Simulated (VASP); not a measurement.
A run of VASP 6.6.1 is set up as follows.

File INCAR:

```
PREC = Accurate ; ENCUT = 520
EDIFF = 1E-6 ; ISMEAR = -1
SIGMA = 0.01 ; LREAL = False
LASPH = True ; NELM = 100
ALGO = Normal ; ISIF = 2
LWAVE = False ; LCHARG = False
GGA = CA ; NBANDS = 27
```

KPOINTS

```
Automatic mesh
0
Gamma
  6 6 4
```

File POSCAR:

```
InSe
1.0
    5.8679031300     -2.0550000000      0.0000000000
    5.8679031300      2.0550000000      0.0000000000
   -1.5994149700      0.0000000000      4.3236525900
In Se
2 2
Direct
    0.8840000000      0.8840000000      0.0050000000
    0.1160000000      0.1160000000      0.9950000000
    0.6600000000      0.6600000000      0.6420000000
    0.3400000000      0.3400000000      0.3580000000
```

Potentials or basis: VASP PAW LDA potentials, release 64 (In_d, Se).

The run is started by

```console
$ cat potpaw_LDA.64/In_d/POTCAR potpaw_LDA.64/Se/POTCAR > POTCAR
$ mpirun -np 1 vasp_std > vasp.out
```

Q: What does it give for the pressure?

A: -1.8 GPa.

Q: What does it give for the largest force?

A: 0.675 eV/Å.

Q: Predict the band gap on the k mesh.

A: 1.04 eV, indirect (least direct gap 1.33 eV).

Forces on the atoms (eV/Å):
```
In  -0.214  0.000  0.513
In   0.214  0.000 -0.513
Se  -0.669  0.000  0.095
Se   0.669  0.000 -0.095
```

Caveat: spin-orbit coupling is left out, which moves the levels of the heavy elements. A k mesh can miss the band edges.
